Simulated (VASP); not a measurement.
The system is SiC4.

```xyz
10
Lattice="4.9115 0.0000 0.0000 0.0000 4.9115 0.0000 0.0000 0.0000 5.1339" Properties=species:S:1:pos:R:3 pbc="T T T"
Si    0.0000    0.0000    1.1526
Si    0.0000    0.0000    3.7195
C     0.7073    1.6110    0.0000
C     3.3005    0.7073    0.0000
C     4.2043    3.3005    0.0000
C     1.6110    4.2043    0.0000
C     4.2043    1.6110    2.5670
C     1.6110    0.7073    2.5670
C     0.7073    3.3005    2.5670
C     3.3005    4.2043    2.5670
```

The cell was generated, and may not be a known phase.

* Program: VASP 6.6.1
* Task: relaxation of cell and atoms
* Functional: PBE
* Potentials or basis: VASP PAW PBE potentials, release 64 (Si, C)
* Cutoff: 600 eV
* k mesh: 4 × 4 × 4
* Occupations: gaussian, width 0.1 eV
* Spin: no spin polarisation

At the start: pressure -19.8 GPa; volume 12.38 Å³/atom.

Q: How do energy, volume and symmetry change on relaxing?

A: Over 32 steps the energy falls by 2514.4 meV/atom and the volume is 10.33 Å³/atom (-16.6 %); space group P4cc (No. 103, to 0.1 Å) before, P4/mmm (No. 123, to 0.1 Å).

The path:
| step | energy change (eV) | largest force (eV/Å) | pressure (GPa) | volume (Å³) |
| --- | --- | --- | --- | --- |
| 1 | 0.0000 | 1.3229 | -19.83 | 123.85 |
| 2 | -4.2741 | 2.1368 | -0.89 | 97.91 |
| 3 | -3.8979 | 6.8800 | 73.56 | 72.83 |
| 4 | -5.2029 | 3.5710 | 19.02 | 87.17 |
| 5 | -7.4517 | 3.9679 | 25.39 | 82.85 |
| 6 | -7.7656 | 3.1573 | 91.99 | 69.41 |
| 7 | -9.3731 | 3.6460 | 39.79 | 77.12 |
| 8 | -9.3648 | 2.2560 | 63.86 | 72.57 |
| 9 | -9.6326 | 2.9562 | 51.12 | 74.56 |
| 10 | -11.7312 | 2.3803 | 38.36 | 78.68 |
| 11 | -12.4654 | 5.5526 | 35.39 | 85.54 |
| 12 | -14.1541 | 4.9625 | 18.80 | 91.47 |
| 13 | -16.5411 | 3.4250 | -11.26 | 107.10 |
| 14 | -16.7505 | 2.8703 | -19.13 | 113.21 |
| 15 | -17.8725 | 2.6560 | -21.88 | 112.78 |
| 16 | -21.2097 | 1.4679 | -25.26 | 111.37 |
| 17 | -17.8821 | 7.2644 | 2.28 | 108.08 |
| 18 | -22.0430 | 0.7719 | -23.09 | 110.52 |
| 19 | -23.6378 | 2.2135 | -6.11 | 102.54 |
| 20 | -23.7974 | 3.0378 | 1.42 | 99.80 |
| 21 | -24.6440 | 1.1492 | 6.80 | 97.64 |
| 22 | -24.6658 | 1.5972 | 10.16 | 96.96 |
| 23 | -25.0228 | 0.1977 | 8.30 | 99.06 |
| 24 | -25.0572 | 0.7187 | 7.02 | 100.42 |
| 25 | -25.0642 | 0.5187 | 7.31 | 100.07 |
| 26 | -25.1279 | 0.5480 | 0.31 | 103.07 |
| 27 | -25.1297 | 0.4276 | 1.28 | 102.64 |
| 28 | -25.1402 | 0.2360 | -0.55 | 103.58 |
| 29 | -25.1411 | 0.1691 | -0.15 | 103.37 |
| 30 | -25.1433 | 0.0448 | -0.38 | 103.44 |
| 31 | -25.1434 | 0.0453 | -0.42 | 103.45 |
| 32 | -25.1437 | 0.0308 | -0.10 | 103.32 |

Final structure:
```xyz
10
Lattice="3.5124 0.0000 0.0000 0.0000 3.5124 0.0000 0.0000 0.0000 8.3747" Properties=species:S:1:pos:R:3 pbc="T T T"
Si    0.0000    0.0000    2.0693
Si    0.0000    0.0000    6.2567
C     3.5122    1.0459    8.3274
C     2.4665    3.5122    8.3274
C     0.0002    2.4665    8.3274
C     1.0459    0.0002    8.3274
C     0.0002    1.0459    4.1401
C     1.0459    3.5122    4.1401
C     3.5122    2.4665    4.1401
C     2.4665    0.0002    4.1401
```

Caveat: the volume moved by over 15 % at a fixed basis, so the end points are rough.
